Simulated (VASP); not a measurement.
# Ti3C2 (P6_3/mmc) in VASP: notebook

The runs below take Ti3C2 through single point, with PBEsol.

Everything below comes from runs of VASP 6.6.1. Logs are shortened: lines on timing, memory, paths and dates and some standing lists are left out, and cuts for length are marked.

### Step 1. The cell of the first run

Symmetry: P6_3/mmc, No. 194, hexagonal system. Conventional cell: a = 2.986 Å, b = 2.986 Å, c = 14.615 Å, α = 90.00°, β = 90.00°, γ = 120.00°. Ti (site symmetry 3m) has 3 C at 2.03 Å and 1 Ti at 2.64 Å within 2.7 Å. Within 3.0 Å of Ti (site symmetry -3m) lie 6 C at 2.14 Å and 12 Ti at 2.90 to 2.99 Å. C (site symmetry 3m) has 6 Ti at 2.03 to 2.14 Å within 2.7 Å.

### Step 2. Single point, PBEsol (11.29 Å³/atom)

INCAR reads:

```
  ALGO = Normal
  EDIFF = 1E-6
  ENCUT = 520
  GGA = PS
  ISIF = 2
  ISMEAR = 0
  LASPH = T
  LCHARG = T
  LELF = T
  LREAL = F
  LVHAR = T
  LWAVE = F
  NBANDS = 55
  NELM = 60
  PREC = Accurate
  SIGMA = 0.1
```

KPOINTS reads:

```
k-points
0
Gamma
  12 12 4
```

POSCAR reads:

```
Ti3C2
1.0
    2.9864824179      0.0000000000      0.0000000000
   -1.4932412089      2.5863696418      0.0000000000
    0.0000000000      0.0000000000     14.6149931625
Ti C
6 4
Direct
    0.3333333333      0.6666666667      0.8402956872
    0.6666666667      0.3333333333      0.3402956872
    0.6666666667      0.3333333333      0.1597043128
    0.3333333333      0.6666666667      0.6597043128
    0.0000000000      0.0000000000      0.0000000000
    0.0000000000      0.0000000000      0.5000000000
    0.6666666667      0.3333333333      0.9132536401
    0.3333333333      0.6666666667      0.4132536401
    0.6666666667      0.3333333333      0.5867463599
    0.3333333333      0.6666666667      0.0867463599
```

Potentials or basis: VASP PAW PBE potentials, release 64 (Ti_sv, C).

Started as:

```bash
cat potpaw_PBE.64/Ti_sv/POTCAR potpaw_PBE.64/C/POTCAR > POTCAR
mpirun -np 1 vasp_std > vasp.out
```

OUTCAR:

```text
EDIFF = 1E-6
   ENCUT = 520
   GGA = PS
   ISIF = 2
   ISMEAR = 0
   LASPH = T
   LREAL = F
   NELM = 60
   PREC = Accurate

 ion  position               nearest neighbor table
   1  0.333  0.667  0.840-   7 2.03   7 2.03   7 2.03   4 2.64   5 2.90   5 2.90   5 2.90
   2  0.667  0.333  0.340-   8 2.03   8 2.03   8 2.03   3 2.64   6 2.90   6 2.90   6 2.90
   3  0.667  0.333  0.160-  10 2.03  10 2.03  10 2.03   2 2.64   5 2.90   5 2.90   5 2.90
   4  0.333  0.667  0.660-   9 2.03   9 2.03   9 2.03   1 2.64   6 2.90   6 2.90   6 2.90
   5  0.000  0.000  0.000-   7 2.14  10 2.14  10 2.14   7 2.14   7 2.14  10 2.14   1 2.90   3 2.90
                             1 2.90   3 2.90   1 2.90   3 2.90
   6  0.000  0.000  0.500-   8 2.14   9 2.14   8 2.14   9 2.14   9 2.14   8 2.14   2 2.90   4 2.90
                             4 2.90   2 2.90   4 2.90   2 2.90
   7  0.667  0.333  0.913-   1 2.03   1 2.03   1 2.03   5 2.14   5 2.14   5 2.14
   8  0.333  0.667  0.413-   2 2.03   2 2.03   2 2.03   6 2.14   6 2.14   6 2.14
   9  0.667  0.333  0.587-   4 2.03   4 2.03   4 2.03   6 2.14   6 2.14   6 2.14
  10  0.333  0.667  0.087-   3 2.03   3 2.03   3 2.03   5 2.14   5 2.14   5 2.14

  LATTYP: Found a hexagonal cell.
 ALAT       =     2.9864824179
 C/A-ratio  =     4.8937147846

  Lattice vectors:

 A1 = (   2.9864824179,   0.0000000000,   0.0000000000)
 A2 = (  -1.4932412089,   2.5863696418,   0.0000000000)
 A3 = (   0.0000000000,   0.0000000000,  14.6149931625)

Analysis of symmetry for initial positions (statically):
=====================================================================
 Subroutine PRICEL returns:
 Original cell was already a primitive cell.

 Routine SETGRP: Setting up the symmetry group for a
 hexagonal supercell.

 Subroutine GETGRP returns: Found 24 space group operations
 (whereof 12 operations were pure point group operations)
 out of a pool of 24 trial point group operations.

The static configuration has the point symmetry D_3d.
 The point group associated with its full space group is D_6h.

Analysis of symmetry for dynamics (positions and initial velocities):
=====================================================================
 Subroutine PRICEL returns:
 Original cell was already a primitive cell.

 Routine SETGRP: Setting up the symmetry group for a
 hexagonal supercell.

 Subroutine GETGRP returns: Found 24 space group operations
 (whereof 12 operations were pure point group operations)
 out of a pool of 24 trial point group operations.

The dynamic configuration has the point symmetry D_3d.
 The point group associated with its full space group is D_6h.

 Subroutine INISYM returns: Found 24 space group operations
 (whereof 12 operations are pure point group operations),
 and found     1 'primitive' translations

----------------------------------------------------------------------------------------

                                     Primitive cell

  volume of cell :     112.8884

  direct lattice vectors                    reciprocal lattice vectors
     2.986482418  0.000000000  0.000000000     0.334842085  0.193321168  0.000000000
    -1.493241209  2.586369642  0.000000000     0.000000000  0.386642336  0.000000000
     0.000000000  0.000000000 14.614993162     0.000000000  0.000000000  0.068422885

  length of vectors
     2.986482418  2.986482418 14.614993162     0.386642336  0.386642336  0.068422885

  position of ions in fractional coordinates (direct lattice)
     0.333333333  0.666666667  0.840295687
     0.666666667  0.333333333  0.340295687
     0.666666667  0.333333333  0.159704313
     0.333333333  0.666666667  0.659704313
     0.000000000  0.000000000  0.000000000
     0.000000000  0.000000000  0.500000000
     0.666666667  0.333333333  0.913253640
     0.333333333  0.666666667  0.413253640
     0.666666667  0.333333333  0.586746360
     0.333333333  0.666666667  0.086746360

  ion indices of the primitive-cell ions
   primitive index   ion index
                 1           1
                 2           2
                 3           3
                 4           4
                 5           5
                 6           6
                 7           7
                 8           8
                 9           9
                10          10

----------------------------------------------------------------------------------------

 KPOINTS: k-points

Automatic generation of k-mesh.
 Grid dimensions read from file:
 generate k-points for:   12   12    4

 Generating k-lattice:

  Cartesian coordinates                     Fractional coordinates (reciprocal lattice)
     0.027903507  0.016110097  0.000000000     0.083333333  0.000000000  0.000000000
     0.000000000  0.032220195  0.000000000     0.000000000  0.083333333  0.000000000
     0.000000000  0.000000000  0.017105721     0.000000000  0.000000000  0.250000000

  Length of vectors
     0.032220195  0.032220195  0.017105721

  Shift w.r.t. Gamma in fractional coordinates (k-lattice)
     0.000000000  0.000000000  0.000000000

 Subroutine IBZKPT returns following result:
 ===========================================

 Found     57 irreducible k-points:

 Following reciprocal coordinates:
            Coordinates               Weight
  0.000000  0.000000  0.000000      1.000000
  0.083333 -0.000000  0.000000      6.000000
  0.166667 -0.000000  0.000000      6.000000
  0.250000 -0.000000  0.000000      6.000000
  0.333333  0.000000  0.000000      6.000000
  0.416667 -0.000000  0.000000      6.000000
[... 16 lines left out ...]
  0.250000 -0.000000  0.250000     12.000000
  0.333333  0.000000  0.250000     12.000000
 [... further k-points ...]
   k-points           NKPTS =     57   k-points in BZ     NKDIM =     57   number of bands    NBANDS=     55
   number of dos      NEDOS =    301   number of ions     NIONS =     10
   total plane-waves  NPLWV =  64512
   dimension x,y,z NGX =    24 NGY =   24 NGZ =  112
   dimension x,y,z NGXF=    48 NGYF=   48 NGZF=  224
   ions per type =               6   4
   NGX,Y,Z   is equivalent  to a cutoff of  13.36, 13.36, 12.74 a.u.
   NGXF,Y,Z  is equivalent  to a cutoff of  26.72, 26.72, 25.48 a.u.
 SYSTEM =  unknown system
   PREC   = accura    normal or accurate (medium, high low for compatibility)
   ISTART =      0    job   : 0-new  1-cont  2-samecut
   ICHARG =      2    charge: 1-file 2-atom 10-const
   ISPIN  =      1    spin polarized calculation?
   LNONCOLLINEAR =      F non collinear calculations
   LSORBIT =      F    spin-orbit coupling
   LASPH  =      T    aspherical Exc in radial PAW
   ENCUT  =  520.0 eV  38.22 Ry    6.18 a.u.   5.55  5.55 27.17*2*pi/ulx,y,z
   NELM   =     60;   NELMIN=  2; NELMDL= -5     # of ELM steps
   EDIFF  = 0.1E-05   stopping-criterion for ELM
   LREAL  =      F    real-space projection
   EDIFFG = 0.1E-04   stopping-criterion for IOM
   NSW    =      0    number of steps for IOM
   IBRION =     -1    ionic relax: 0-MD 1-quasi-New 2-CG
   NFREE  =      0    steps in history (QN), initial steepest desc. (CG)
   ISIF   =      2    stress and relaxation
   ISYM   =      2    0-nonsym 1-usesym 2-fastsym
   POTIM  = 0.5000    time-step for ionic-motion
   TEBEG  =    0.0;   TEEND  =   0.0 temperature during run
   PSTRESS=    0.0 pullay stress
   NELECT =      88.0000    total number of electrons
   NUPDOWN=      -1.0000    fix difference up-down
   EMIN   =  10.00;   EMAX   =-10.00  energy-range for DOS
   EFERMI =   0.00;   METHOD = LEGACY
   ISMEAR =     0;   SIGMA  =   0.10  broadening in eV -4-tet -1-fermi 0-gaus
   EFERMI_NEDOS =   21; number of points for ismear=-14 and -15
   IALGO  =     38    algorithm
   IMIX   =      4    mixing-type and parameters
     AMIX     =   0.40;   BMIX     =  1.00
     AMIX_MAG =   1.60;   BMIX_MAG =  1.00
  volume/ion in A,a.u.               =      11.29        76.18
  Fermi-wavevector in a.u.,A,eV,Ry     =   1.506674  2.847201 30.886136  2.270067
  Thomas-Fermi vector in A             =   2.617361
   LORBIT       =      0    0 simple, 1 ext, 2 COOP (PROOUT), +10 PAW based schemes
   GGA     = PS    functional components
   LHFCALC =     F    Hartree Fock is set to
   AEXX    =    0.0000 exact exchange contribution
   IVDW    =     0    specifies the selected vdW correction
   LEPSILON=     F    determine dielectric tensor
   LRPA    =     F    only Hartree local field effects (RPA)
 non-spin polarized calculation
 Gauss-broadening in eV      SIGMA  =   0.10
  energy-cutoff  :      520.00
  volume of cell :      112.89
 maximum number of plane-waves:      3083
 NGX is ok and might be reduce to    24
   NGX = 11   NGY = 11   NGZ = 55

 number of electron      88.0000018 magnetization

 Free energy of the ion-electron system (eV)
  ---------------------------------------------------
  ext. energy  EPLUGINS =         0.00000000
  ---------------------------------------------------
  free energy    TOTEN  =       -96.00867033 eV

  energy without entropy =      -95.99662836  energy(sigma->0) =      -96.00264935

 E-fermi :   9.5177     XC(G=0): -12.5250

 val. band max:        9.5138822321   @ k =   0.1667   0.1667   0.5000
 cond. band min:       9.5183074234   @ k =   0.0833   0.0833   0.2500
 fundamental gap:      0.0044251914
 Fermi energy:         9.5176584013

 k-point     1 :       0.0000    0.0000    0.0000
  band No.  band energies     occupation
      1     -47.0709      2.00000
      2     -47.0600      2.00000
      3     -47.0117      2.00000
      4     -46.9970      2.00000
      5     -46.8216      2.00000
      6     -46.8177      2.00000
[... 47 lines left out ...]
     54      11.3220      0.00000
     55      11.4918      0.00000

 k-point     2 :       0.0833   -0.0000    0.0000
  band No.  band energies     occupation
      1     -47.0658      2.00000
      2     -47.0555      2.00000
      3     -47.0065      2.00000
      4     -46.9926      2.00000
      5     -46.8177      2.00000
      6     -46.8140      2.00000
[... 1268 lines left out ...]
 k-point    24 :       0.3333    0.0000    0.2500
  band No.  band energies     occupation
      1     -47.0124      2.00000
      2     -47.0097      2.00000
      3     -46.9519      2.00000
      4     -46.9483      2.00000
      5     -46.7770      2.00000
      6     -46.7760      2.00000
[... 47 lines left out ...]
     54      11.9122      0.00000
     55      12.0779      0.00000

 [... further k-points ...]

------------------------ aborting loop because EDIFF is reached ----------------------------------------

  FORCE on cell =-STRESS in cart. coord.  units (eV):
  Direction    XX          YY          ZZ          XY          YZ          ZX
  --------------------------------------------------------------------------------------
  -------------------------------------------------------------------------------------
  Total        7.5065425      7.5065425      7.4909427      0.0000000      0.0000000      0.0000000
  in kB      106.5372188    106.5372188    106.3158181      0.0000000      0.0000000      0.0000000
  external PRESSURE =     106.4634186 kB  Pullay stress =       0.0000000 kB

 VOLUME and BASIS-vectors are now :
 -----------------------------------------------------------------------------
  energy-cutoff  :      520.00
  volume of cell :      112.89
      direct lattice vectors                 reciprocal lattice vectors
     2.986482418  0.000000000  0.000000000     0.334842085  0.193321168  0.000000000
    -1.493241209  2.586369642  0.000000000     0.000000000  0.386642336  0.000000000
     0.000000000  0.000000000 14.614993162     0.000000000  0.000000000  0.068422885

 POSITION                                       TOTAL-FORCE (eV/Angst)
 -----------------------------------------------------------------------------------
     -0.00000      1.72425     12.28092        -0.000000      0.000000     -0.021971
      1.49324      0.86212      4.97342        -0.000000     -0.000000     -0.021971
      1.49324      0.86212      2.33408         0.000000     -0.000000      0.021971
     -0.00000      1.72425      9.64157         0.000000      0.000000      0.021971
      0.00000      0.00000      0.00000         0.000000     -0.000000     -0.000000
      0.00000      0.00000      7.30750         0.000000     -0.000000     -0.000000
      1.49324      0.86212     13.34720         0.000000      0.000000      0.003359
     -0.00000      1.72425      6.03970         0.000000      0.000000      0.003359
      1.49324      0.86212      8.57529         0.000000     -0.000000     -0.003359
     -0.00000      1.72425      1.26780         0.000000      0.000000     -0.003359
 -----------------------------------------------------------------------------------
    total drift:                               -0.000000      0.000000     -0.000000

  FREE ENERGIE OF THE ION-ELECTRON SYSTEM (eV)
  ---------------------------------------------------
  free  energy   TOTEN  =       -96.0086703347 eV

  energy  without entropy=      -95.9966283648  energy(sigma->0) =      -96.00264935
```

Wall time 4.4 min (1 thread of Intel Xeon Platinum 8488C (Sapphire Rapids), shared host); peak memory 0.4 GiB.

Results:

```yaml
Free_energy: -96.0087 eV
Pressure: 10.6 GPa
Largest_force: 0.022 eV/Å
Band_gap_on_the_k_mesh: zero (bands 44 and 45 overlap by 0.68 eV)
```

Forces in eV/Å, atoms in the order of the input:
```
Ti   0.000  0.000 -0.022
Ti   0.000  0.000 -0.022
Ti   0.000  0.000  0.022
Ti   0.000  0.000  0.022
Ti   0.000  0.000  0.000
Ti   0.000  0.000  0.000
C    0.000  0.000  0.003
C    0.000  0.000  0.003
C    0.000  0.000 -0.003
C    0.000  0.000 -0.003
```

Levels at points of the mesh, in eV from the Fermi level:
```tsv
k point	band 40	band 41	band 42	band 43	band 44	band 45	band 46	band 47	band 48	band 49
(0.00, 0.00, 0.00)	-1.75	-1.75	-1.71	0.02	0.38	0.38	0.46	0.58	0.58	1.27
(0.50, 0.00, 0.00)	-2.04	-1.85	-1.83	-1.39	-1.35	0.27	0.61	1.94	2.09	2.18
(0.00, 0.00, 0.50)	-1.82	-1.82	-1.82	0.23	0.23	0.46	0.46	0.46	0.46	1.44
(0.50, 0.00, 0.50)	-2.02	-1.94	-1.94	-1.36	-1.36	0.43	0.43	2.06	2.06	2.36
```

Caveat: the cell stands under pressure; the PAW data sets were made with another functional, which shifts forces and pressure a little.

### Step 3. Single point, PBEsol (11.65 Å³/atom)

This run uses another cell than the first one, of 11.65 Å³/atom.

INCAR reads:

```
PREC     = Accurate       # precision mode
ENCUT    = 520            # plane-wave cutoff, eV
EDIFF    = 1E-6           # SCF threshold, eV
ISMEAR   = 0              # smearing method
SIGMA    = 0.1            # smearing width, eV
LREAL    = False          # projectors in reciprocal space
LASPH    = True           # aspherical terms in the spheres
NELM     = 100            # most SCF steps
ALGO     = Normal         # electronic algorithm
ISIF     = 2              # what is computed and relaxed
LWAVE    = False          # write WAVECAR
LCHARG   = False          # write CHGCAR
GGA      = PS             # functional
NBANDS   = 55             # bands
```

KPOINTS reads:

```
regular mesh
0
Gamma
  12 12 4
```

POSCAR reads:

```
Ti3C2
1.0
    3.0147195983      0.0000000000      0.0000000000
   -1.5073597991      2.6108237574      0.0000000000
    0.0000000000      0.0000000000     14.8002337068
Ti C
6 4
Direct
    0.3333333333      0.6666666667      0.8420505648
    0.6666666667      0.3333333333      0.3420505648
    0.6666666667      0.3333333333      0.1579494352
    0.3333333333      0.6666666667      0.6579494352
    0.0000000000      0.0000000000      0.0000000000
    0.0000000000      0.0000000000      0.5000000000
    0.6666666667      0.3333333333      0.9138413475
    0.3333333333      0.6666666667      0.4138413475
    0.6666666667      0.3333333333      0.5861586525
    0.3333333333      0.6666666667      0.0861586525
```

Potentials or basis: VASP PAW PBE potentials, release 64 (Ti_sv, C).

Started as:

```bash
cat potpaw_PBE.64/Ti_sv/POTCAR potpaw_PBE.64/C/POTCAR > POTCAR
mpirun -np 1 vasp_std > vasp.out
```

Run time: 4.4 min. Hardware: 1 thread of Intel Xeon Platinum 8488C (Sapphire Rapids), shared host; peak memory 0.41 GiB.

The run converged. Its results:

```yaml
Free_energy: -96.1828 eV
Pressure: 5.0 GPa
Largest_force: 0.018 eV/Å
Band_gap_on_the_k_mesh: zero (bands 44 and 45 overlap by 0.70 eV)
```

Forces on the atoms (eV/Å):
```
Ti   0.000  0.000 -0.018
Ti   0.000  0.000 -0.018
Ti   0.000  0.000  0.018
Ti   0.000  0.000  0.018
Ti   0.000  0.000  0.000
Ti   0.000  0.000  0.000
C    0.000  0.000 -0.003
C    0.000  0.000 -0.003
C    0.000  0.000  0.003
C    0.000  0.000  0.003
```

Stress tensor (GPa, compression positive):
```
5.05 0.00 0.00
0.00 5.05 0.00
0.00 0.00 4.93
```

Levels at points of the mesh, in eV from the Fermi level:
```csv
k point,band 40,band 41,band 42,band 43,band 44,band 45,band 46,band 47,band 48,band 49
"(0.00, 0.00, 0.00)",-1.79,-1.79,-1.74,0.10,0.35,0.35,0.46,0.52,0.52,1.26
"(0.50, 0.00, 0.00)",-2.04,-1.87,-1.82,-1.29,-1.27,0.27,0.58,1.89,2.08,2.15
"(0.00, 0.00, 0.50)",-1.85,-1.85,-1.85,0.27,0.27,0.42,0.42,0.42,0.42,1.41
"(0.50, 0.00, 0.50)",-1.97,-1.96,-1.96,-1.27,-1.27,0.42,0.42,2.02,2.02,2.31
```

Caveat: the cell stands under pressure; the PAW data sets were made with another functional, which shifts forces and pressure a little.

(Continued in part 2 of 2.)
